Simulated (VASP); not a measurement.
Crystal: HfNbF3.

```
Hf Nb F
1.0
     2.98734    0.00000    0.00000
     0.00000    3.72828    3.38906
     0.00000   -3.72828    3.38906
Hf Nb F
1 1 3
Direct
  0.50000 0.27587 0.27587
  0.00000 0.92412 0.92412
  0.50000 0.63098 0.04551
  0.50000 0.04551 0.63098
  0.00000 0.51651 0.51651
```

The cell was generated, and may not be a known phase.

```yaml
Program: VASP 6.6.1
Task: relaxation of cell and atoms
Functional: PBE
Potentials_or_basis: VASP PAW PBE potentials, release 64 (Hf_pv, Nb_sv, F)
Cutoff: 600 eV
k_mesh: 6 × 4 × 4
Occupations: gaussian, width 0.1 eV
Spin: no spin polarisation
```

At the start: pressure -1.2 GPa; volume 15.10 Å³/atom.

Q: How do energy, volume and symmetry change on relaxing?

A: Over 13 steps the energy falls by 5.2 meV/atom and the volume is 14.71 Å³/atom (-2.6 %); space group Amm2 (No. 38, to 0.1 Å) before and after.

The path:
```csv
step,energy change (eV),largest force (eV/Å),pressure (GPa),volume (Å³)
1,0.0000,0.2557,-1.21,75.49
2,-0.0093,0.1859,0.95,74.25
3,-0.0096,0.1966,0.63,74.43
4,-0.0151,0.1013,0.19,74.61
5,-0.0165,0.1565,-0.17,74.77
6,-0.0189,0.1002,-0.20,74.64
7,-0.0217,0.0606,-0.24,74.27
8,-0.0226,0.1121,0.21,73.87
9,-0.0228,0.0731,0.09,73.97
10,-0.0236,0.0776,-0.03,73.96
11,-0.0240,0.0927,-0.16,73.95
12,-0.0246,0.0780,-0.15,73.85
13,-0.0258,0.0339,-0.03,73.55
```

Final structure:
```cif
data_structure
_symmetry_space_group_name_H-M 'P 1'
_symmetry_Int_Tables_number 1
_cell_length_a 2.9382
_cell_length_b 5.0234
_cell_length_c 5.0234
_cell_angle_alpha 97.232
_cell_angle_beta 90.000
_cell_angle_gamma 90.000
_cell_volume 73.55
loop_
_atom_site_label
_atom_site_type_symbol
_atom_site_fract_x
_atom_site_fract_y
_atom_site_fract_z
_atom_site_occupancy
Hf1 Hf 0.50000 0.27425 0.27425 1
Nb1 Nb 0.00000 0.91440 0.91440 1
F1 F 0.50000 0.62453 0.05431 1
F2 F 0.50000 0.05431 0.62453 1
F3 F 0.00000 0.52550 0.52550 1
```
